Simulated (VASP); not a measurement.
Input of a VASP 6.6.1 run:

Contents of INCAR:

```
SYSTEM = MgO
PREC     = Accurate       ! precision mode
ENCUT    = 520            ! plane-wave cutoff, eV
EDIFF    = 1E-6           ! SCF threshold, eV
ISMEAR   = 0              ! smearing method
SIGMA    = 0.02           ! smearing width, eV
LREAL    = .False.        ! projectors in reciprocal space
LASPH    = .True.         ! aspherical terms in the spheres
NELM     = 80             ! most SCF steps
ALGO     = Normal         ! electronic algorithm
ISIF     = 2              ! what is computed and relaxed
LWAVE    = .False.        ! write WAVECAR
LCHARG   = .False.        ! write CHGCAR
GGA      = PS             ! functional
NBANDS   = 16             ! bands
```

File KPOINTS:

```
regular mesh
0
Gamma
  9 9 6
  0 0 0
```

Contents of POSCAR:

```
MgO
1.0
    3.6733871713      0.0697275573      0.0610116126
   -1.7763077498      3.1498550152     -0.0152583827
    0.0731157214      0.0210991082      4.3320855998
Mg O
2 2
Direct
    0.6670713952      0.3254804951      0.7359192390
    0.3334846291      0.6250575747      0.2615795890
    0.6738052709      0.3936984793      0.2264818022
    0.3256415731      0.6557634509      0.7760169764
```

Potentials or basis: VASP PAW PBE potentials, release 64 (Mg, O).

Launch:

```console
$ cat potpaw_PBE.64/Mg/POTCAR potpaw_PBE.64/O/POTCAR > POTCAR
$ mpirun -np 1 vasp_std > vasp.out
```

Task: Estimate the band gap on the k mesh.

Result: 2.53 eV.

Task: What does it give for the largest force?

Result: 3.368 eV/Å.

Forces on the atoms (eV/Å):
```
Mg  -0.073  0.180  0.825
Mg  -2.464  1.356 -0.586
O    2.614 -1.710  1.260
O   -0.077  0.174 -1.499
```

Caveat: the cell differs from its parent crystal (atoms moved at random and the cell strained at random); the PAW data sets were made with another functional, which shifts forces and pressure a little. A k mesh can miss the band edges.
